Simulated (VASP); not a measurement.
A run of VASP 6.6.1 is set up as follows.

File INCAR:

```
SYSTEM = ZnSe
PREC = Accurate ; ENCUT = 520
EDIFF = 1E-7 ; ISMEAR = 0
SIGMA = 0.05 ; LREAL = .False.
LASPH = .True. ; NELM = 60
ALGO = Normal ; ISIF = 2
LWAVE = .False. ; LCHARG = .False.
LDIPOL = .True. ; IDIPOL = 3
DIPOL = 0.5 0.5 0.500 ; GGA = PE
NBANDS = 66 ; KPAR = 2
```

Contents of KPOINTS:

```
Automatic mesh
0
Gamma
  7 5 1
  0 0 0
```

Contents of POSCAR:

```
ZnSe
1.0
    4.0529671166      0.0000000000      0.0000000000
    0.0000000000      5.7317610641      0.0000000000
    0.0000000000      0.0000000000     25.1324177915
Zn Se
6 6
Direct
    0.5000000000      0.5560930283      0.3179479039
    0.0000000000     -0.0181585289      0.3744257594
    0.5000000000      0.4864613898      0.4616699111
    0.0000000000     -0.0135386013      0.5383300914
    0.5000000000      0.4818415147      0.6255742418
    0.0000000000      0.0560930618      0.6820520937
    0.0000000000      0.7535994947      0.2916093970
    0.5000000000      0.2339771492      0.3804766933
    0.0000000000      0.7380273904      0.4580715574
    0.5000000000      0.2380273986      0.5419284394
    0.0000000000      0.7339771733      0.6195233045
    0.5000000000      0.2535995294      0.7083906071
```

Potentials or basis: VASP PAW PBE potentials, release 64 (Zn, Se).

Command:

```bash
$ cat potpaw_PBE.64/Zn/POTCAR potpaw_PBE.64/Se/POTCAR > POTCAR
$ mpirun -np 2 vasp_std > vasp.out
```

Problem. Predict the largest force.

Solution. 0.026 eV/Å.

Problem. Estimate the band gap on the k mesh.

Solution. 1.65 eV.

Forces in eV/Å, atoms in the order of the input:
```
Zn   0.000 -0.006 -0.002
Zn   0.000  0.009  0.005
Zn   0.000 -0.007  0.004
Zn   0.000 -0.007 -0.004
Zn   0.000  0.009 -0.005
Zn   0.000 -0.006  0.002
Se   0.000  0.008 -0.025
Se   0.000 -0.012 -0.001
Se   0.000  0.008 -0.015
Se   0.000  0.008  0.015
Se   0.000 -0.012  0.001
Se   0.000  0.008  0.025
```
